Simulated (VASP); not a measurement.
# ZnCd2S3 (P6_3mc) in VASP: single point with PBE

Aim: the single point of ZnCd2S3 with PBE.

All numbers are computed with VASP 6.6.1; they aren't measurements. Logs are shortened: lines on timing, memory, paths and dates and some standing lists are left out, and cuts for length are marked.

## Step 1: The cell of the first run

It takes space group P6_3mc (No. 186, hexagonal). The conventional cell has a = 4.068 Å, b = 4.068 Å, c = 20.103 Å, α = 90.00°, β = 90.00°, γ = 120.00°. Within 3.1 Å of Zn (site symmetry 3m) lie 4 S at 2.35 to 2.45 Å. Within 3.3 Å of Cd (site symmetry 3m) lie 4 S at 2.53 to 2.55 Å. Cd (site symmetry 3m) has 4 S at 2.54 to 2.56 Å within 3.3 Å. S (site symmetry 3m) has 4 Cd at 2.54 to 2.55 Å within 3.3 Å. S (site symmetry 3m) has 3 Zn at 2.45 Å and 1 Cd at 2.56 Å within 3.2 Å. Within 3.1 Å of S (site symmetry 3m) lie 1 Zn at 2.35 Å and 3 Cd at 2.53 Å.

## Step 2: Single point, PBE

Contents of POSCAR:

```
ZnCd2S3
1.0
    4.0679742005      0.0000000000      0.0000000000
   -2.0339871002      3.5229689996      0.0000000000
    0.0000000000      0.0000000000     20.1030637000
Zn Cd S
2 4 6
Direct
    0.6666666667      0.3333333333      0.3332470000
    0.3333333333      0.6666666667      0.8332470000
    0.0000000000      0.0000000000      0.9971170000
    0.0000000000      0.0000000000      0.4971170000
    0.3333333333      0.6666666667      0.1716350000
    0.6666666667      0.3333333333      0.6716350000
    0.0000000000      0.0000000000      0.1239720000
    0.0000000000      0.0000000000      0.6239720000
    0.3333333333      0.6666666667      0.2989790000
    0.6666666667      0.3333333333      0.7989790000
    0.6666666667      0.3333333333      0.4500500000
    0.3333333333      0.6666666667      0.9500500000
```

Contents of INCAR.step1:

```
SYSTEM = ZnCd2S3
ALGO = Normal
EDIFF = 1E-6
ENCUT = 400
GGA = PE
GGA_COMPAT = .False.
ISIF = 2
ISMEAR = 0
LASPH = .True.
LCHARG = .True.
LORBIT = 11
LREAL = .False.
LWAVE = .False.
NBANDS = 66
NEDOS = 2001
NELM = 120
PREC = Accurate
SIGMA = 0.02
```

Contents of KPOINTS.step1:

```
k-points
0
Gamma
  12 12 2
  0 0 0
```

Contents of INCAR.step2:

```
SYSTEM = ZnCd2S3
ALGO = Normal
EDIFF = 1E-6
ENCUT = 400
GGA = PE
GGA_COMPAT = .False.
ICHARG = 11
ISIF = 2
ISMEAR = -5
LASPH = .True.
LCHARG = .False.
LORBIT = 10
LREAL = .False.
LWAVE = .False.
NBANDS = 66
NEDOS = 1001
NELM = 120
PREC = Accurate
SIGMA = 0.02
```

Contents of KPOINTS.step2:

```
k-points
0
Gamma
  18 18 3
  0 0 0
```

Potentials or basis: VASP PAW PBE potentials, release 64 (Zn, Cd, S).

Run with:

```console
$ cat potpaw_PBE.64/Zn/POTCAR potpaw_PBE.64/Cd/POTCAR potpaw_PBE.64/S/POTCAR > POTCAR
$ cp INCAR.step1 INCAR
$ cp KPOINTS.step1 KPOINTS
$ mpirun -np 1 vasp_std > vasp.out
$ cp INCAR.step2 INCAR
$ cp KPOINTS.step2 KPOINTS
$ mpirun -np 1 vasp_std > vasp.out
```

OUTCAR:

```text
SYSTEM = ZnCd2S3
   EDIFF = 1E-6
   ENCUT = 400
   GGA = PE
   ICHARG = 11
   ISIF = 2
   ISMEAR = -5
   LASPH = .True.
   LORBIT = 10
   LREAL = .False.
   NELM = 120
   PREC = Accurate

 ion  position               nearest neighbor table
   1  0.667  0.333  0.333-  11 2.35   9 2.45   9 2.45   9 2.45
   2  0.333  0.667  0.833-  12 2.35  10 2.45  10 2.45  10 2.45
   3  0.000  0.000  0.997-  12 2.53  12 2.53  12 2.53   7 2.55
   4  0.000  0.000  0.497-  11 2.53  11 2.53  11 2.53   8 2.55
   5  0.333  0.667  0.172-   7 2.54   7 2.54   7 2.54   9 2.56
   6  0.667  0.333  0.672-   8 2.54   8 2.54   8 2.54  10 2.56
   7  0.000  0.000  0.124-   5 2.54   5 2.54   5 2.54   3 2.55
   8  0.000  0.000  0.624-   6 2.54   6 2.54   6 2.54   4 2.55
   9  0.333  0.667  0.299-   1 2.45   1 2.45   1 2.45   5 2.56
  10  0.667  0.333  0.799-   2 2.45   2 2.45   2 2.45   6 2.56
  11  0.667  0.333  0.450-   1 2.35   4 2.53   4 2.53   4 2.53
  12  0.333  0.667  0.950-   2 2.35   3 2.53   3 2.53   3 2.53

  LATTYP: Found a hexagonal cell.
 ALAT       =     4.0679742005
 C/A-ratio  =     4.9417874129

  Lattice vectors:

 A1 = (   4.0679742005,   0.0000000000,   0.0000000000)
 A2 = (  -2.0339871002,   3.5229689996,   0.0000000000)
 A3 = (   0.0000000000,   0.0000000000,  20.1030637000)

Analysis of symmetry for initial positions (statically):
=====================================================================
 Subroutine PRICEL returns:
 Original cell was already a primitive cell.

 Routine SETGRP: Setting up the symmetry group for a
 hexagonal supercell.

 Subroutine GETGRP returns: Found 12 space group operations
 (whereof  6 operations were pure point group operations)
 out of a pool of 24 trial point group operations.

The static configuration has the point symmetry C_3v.
 The point group associated with its full space group is C_6v.

Analysis of symmetry for dynamics (positions and initial velocities):
=====================================================================
 Subroutine PRICEL returns:
 Original cell was already a primitive cell.

 Routine SETGRP: Setting up the symmetry group for a
 hexagonal supercell.

 Subroutine GETGRP returns: Found 12 space group operations
 (whereof  6 operations were pure point group operations)
 out of a pool of 24 trial point group operations.

The dynamic configuration has the point symmetry C_3v.
 The point group associated with its full space group is C_6v.

[... 146 lines left out ...]
   LHFCALC =     F    Hartree Fock is set to
   AEXX    =    0.0000 exact exchange contribution
   IVDW    =     0    specifies the selected vdW correction
   LEPSILON=     F    determine dielectric tensor
   LRPA    =     F    only Hartree local field effects (RPA)
 non-spin polarized calculation
 Fermi weights with tetrahedron method with Bloechl corrections
  energy-cutoff  :      400.00
  volume of cell :      288.10
 maximum number of plane-waves:      5297
 NGX is ok and might be reduce to    28

 number of electron     107.9999968 magnetization

 Free energy of the ion-electron system (eV)
  ---------------------------------------------------
  ext. energy  EPLUGINS =         0.00000000
  ---------------------------------------------------
  free energy    TOTEN  =       -37.94885546 eV

  energy without entropy =      -37.94885546  energy(sigma->0) =      -37.94885546

 E-fermi :   1.2871     XC(G=0):  -9.1207

 val. band max:        1.2771029296   @ k =   0.0000   0.0000   0.0000
 cond. band min:       2.4578999159   @ k =   0.0000   0.0000   0.0000
 fundamental gap:      1.1807969863
 Fermi energy:         1.2871324024

 k-point     1 :       0.0000    0.0000    0.0000
  band No.  band energies     occupation
      1     -11.1717      2.00000
      2     -11.1209      2.00000
      3     -10.9020      2.00000
      4     -10.7582      2.00000
      5     -10.6780      2.00000
      6     -10.5859      2.00000
[... 1645 lines left out ...]
     65       7.4502      0.00000
     66       7.7163      0.00000

 [... further k-points ...]

------------------------ aborting loop because EDIFF is reached ----------------------------------------

  FORCE on cell =-STRESS in cart. coord.  units (eV):
  Direction    XX          YY          ZZ          XY          YZ          ZX
  --------------------------------------------------------------------------------------
  -------------------------------------------------------------------------------------
  Total       -0.1255275     -0.1255275     -0.1222582     -0.0000000      0.0000000      0.0000000
  in kB       -0.6980720     -0.6980720     -0.6798909     -0.0000000      0.0000000      0.0000000
  external PRESSURE =      -0.6920116 kB  Pullay stress =       0.0000000 kB

 VOLUME and BASIS-vectors are now :
 -----------------------------------------------------------------------------
  energy-cutoff  :      400.00
  volume of cell :      288.10
      direct lattice vectors                 reciprocal lattice vectors
     4.067974201  0.000000000  0.000000000     0.245822601  0.141925745  0.000000000
    -2.033987100  3.522969000  0.000000000     0.000000000  0.283851490  0.000000000
     0.000000000  0.000000000 20.103063700     0.000000000  0.000000000  0.049743662

 POSITION                                       TOTAL-FORCE (eV/Angst)
 -----------------------------------------------------------------------------------
      2.03399      1.17432      6.69929        -0.000000      0.000000     -0.008387
     -0.00000      2.34865     16.75082         0.000000     -0.000000     -0.008387
      0.00000      0.00000     20.04511        -0.000000      0.000000      0.008833
      0.00000      0.00000      9.99357         0.000000      0.000000      0.008833
     -0.00000      2.34865      3.45039        -0.000000     -0.000000      0.010939
      2.03399      1.17432     13.50192         0.000000     -0.000000      0.010939
      0.00000      0.00000      2.49222        -0.000000      0.000000     -0.006606
      0.00000      0.00000     12.54375        -0.000000      0.000000     -0.006606
     -0.00000      2.34865      6.01039        -0.000000     -0.000000      0.016678
      2.03399      1.17432     16.06193        -0.000000      0.000000      0.016678
      2.03399      1.17432      9.04738        -0.000000      0.000000     -0.021457
     -0.00000      2.34865     19.09892        -0.000000      0.000000     -0.021457
 -----------------------------------------------------------------------------------
    total drift:                               -0.000001      0.000000      0.000532

  FREE ENERGIE OF THE ION-ELECTRON SYSTEM (eV)
  ---------------------------------------------------
  free  energy   TOTEN  =       -37.9488554592 eV

  energy  without entropy=      -37.9488554592  energy(sigma->0) =      -37.94885546

 total charge

# of ion       s       p       d       tot
------------------------------------------
    1        0.494   0.392   9.791  10.678
    2        0.494   0.392   9.791  10.678
    3        0.424   0.320   9.560  10.304
    4        0.424   0.320   9.560  10.304
    5        0.425   0.319   9.560  10.304
    6        0.425   0.319   9.560  10.304
    7        1.324   2.396   0.000   3.720
    8        1.324   2.396   0.000   3.720
    9        1.322   2.373   0.000   3.696
   10        1.322   2.373   0.000   3.696
   11        1.322   2.407   0.000   3.730
   12        1.322   2.407   0.000   3.730
--------------------------------------------------
tot         10.623  16.417  57.823  84.864
```

OUTCAR.step1:

```text
SYSTEM = ZnCd2S3
   EDIFF = 1E-6
   ENCUT = 400
   GGA = PE
   ISIF = 2
   ISMEAR = 0
   LASPH = .True.
   LORBIT = 11
   LREAL = .False.
   NELM = 120
   PREC = Accurate
[... 1928 lines left out ...]

 total charge

# of ion       s       p       d       tot
------------------------------------------
    1        0.494   0.392   9.791  10.678
    2        0.494   0.392   9.791  10.678
    3        0.424   0.320   9.560  10.304
    4        0.424   0.320   9.560  10.304
    5        0.424   0.319   9.560  10.303
    6        0.424   0.319   9.560  10.303
    7        1.324   2.396   0.000   3.720
    8        1.324   2.396   0.000   3.720
    9        1.322   2.373   0.000   3.696
   10        1.322   2.373   0.000   3.696
   11        1.322   2.407   0.000   3.730
   12        1.322   2.407   0.000   3.730
--------------------------------------------------
tot         10.623  16.416  57.824  84.863
```

Run time: 33 min. Hardware: 1 thread of Oxide Virtual Turin-like, shared host; peak memory 0.78 GiB.

What came out:

* Valence electrons inside the program's atomic spheres: Zn 10.68; Cd 10.30; S 3.72, 3.70, 3.73 (each value once)

Levels at points of the mesh, in eV from the valence-band top:
| k point | band 52 | band 53 | band 54 | band 55 | band 56 | band 57 |
| --- | --- | --- | --- | --- | --- | --- |
| (0.00, 0.00, 0.00) | -0.12 | 0.00 | 0.00 | 1.18 | 2.19 | 2.50 |
| (0.50, 0.00, 0.00) | -0.96 | -0.94 | -0.71 | 3.02 | 3.36 | 3.62 |
